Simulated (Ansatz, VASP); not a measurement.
## Sn3GeO4 in VASP and in Ansatz

```
Sn Ge O
1.0
     3.96516   -3.71753    0.00000
     3.96516    3.71753    0.00000
    -3.89006    0.00000    5.09194
Sn Ge O
3 1 4
Direct
  0.62896 0.62896 0.25815
  0.36533 0.85750 0.72799
  0.85750 0.36533 0.72799
  0.10690 0.10690 0.28822
  0.46666 0.04142 0.49929
  0.04142 0.46666 0.49929
  0.56210 0.56210 0.52816
  0.97177 0.97177 0.47108
```

Change from the starting cell: the structure that the rattled cell fell into.

Alike in both runs: task single point; functional PBE; k mesh 4 × 4 × 4; occupations gaussian, width 0.1 eV; no spin polarisation.

|  | VASP | Ansatz |
| --- | --- | --- |
| version | VASP 6.6.1 | Ansatz 0.2.0 |
| potentials or method | VASP PAW PBE potentials, release 64 (Sn_d, Ge_d, O), cutoff 520 eV | scalar-relativistic, plane waves, PAW |
| valence electrons in the cell | 80 | 80 |

```csv
,VASP,Ansatz,Ansatz less VASP
gap on the k mesh at the Fermi level (eV),0.48,0.49,0.000
least direct gap on the mesh (eV),1.90,1.93,+0.033
pressure (GPa),0.2,0.0,-0.15
"traceless stress, the component that is largest in VASP (GPa)",0.08,0.05,-0.028
rms of the force components (eV/Å),0.029,0.005,-0.0232
```

Atom by atom the forces differ by 0.032 eV/Å (rms over components).
